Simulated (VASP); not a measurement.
# SiC: single point with PBEsol

Crystal: SiC.

```
Si C
1.0
     0.00000    2.17839    2.17839
     2.17839    0.00000    2.17839
     2.17839    2.17839    0.00000
Si C
1 1
Cartesian
  0.0103 0.0000 0.0000
  3.2436 3.2676 3.2676
```

This cell differs from its parent crystal: mode 4 frozen in at -0.024 Å and mode 5 at +0.000 Å (largest displacements).

```json
{"Program": "VASP 6.6.1", "Task": "single point", "Functional": "PBEsol", "Potentials or basis": "VASP PAW PBE potentials, release 64 (Si, C)", "Cutoff": "520 eV", "k mesh": "10 × 10 × 10", "Occupations": "gaussian, width 0.05 eV", "Spin": "no spin polarisation"}
```

| Item | Value |
| --- | --- |
| Pressure | 0.5 GPa |
| Largest force | 0.657 eV/Å |
| Band gap on the k mesh | 1.07 eV, indirect (least direct gap 4.36 eV) |

Forces in eV/Å, atoms in the order of the input:
```
Si  -0.657  0.000  0.000
C    0.657  0.000  0.000
```

Stress tensor (GPa, compression positive):
```
 0.35  0.00  0.00
 0.00  0.57 -2.29
 0.00 -2.29  0.57
```

Levels at points of the mesh, in eV from the valence-band top:
```
           k point  band 1  band 2  band 3  band 4  band 5  band 6  band 7  band 8  band 9
(0.00, 0.00, 0.00)  -15.59   -0.32   -0.16    0.00    6.03    7.03    7.09    7.16   14.30
(0.50, 0.00, 0.00)  -12.01   -8.69   -1.36   -1.14    5.22    6.83    7.08    9.76   15.87
(0.00, 0.50, 0.00)  -11.95   -8.83   -1.28   -1.08    5.21    6.89    7.15    9.76   15.82
(0.50, 0.50, 0.00)  -10.52   -8.00   -3.37   -3.37    1.07    4.04   13.80   13.81   14.53
(0.00, 0.50, 0.50)  -10.52   -7.99   -3.46   -3.29    1.07    4.05   13.80   13.81   14.53
```

Run time: 11 s on 1 thread of Intel(R) Xeon(R) 6975P-C (Granite Rapids), on a shared host, peak memory 0.16 GiB.

Caveat: the cell differs from its parent crystal (mode 4 frozen in at -0.024 Å and mode 5 at +0.000 Å (largest displacements)); the PAW data sets were made with another functional, which shifts forces and pressure a little. A k mesh can miss the band edges.
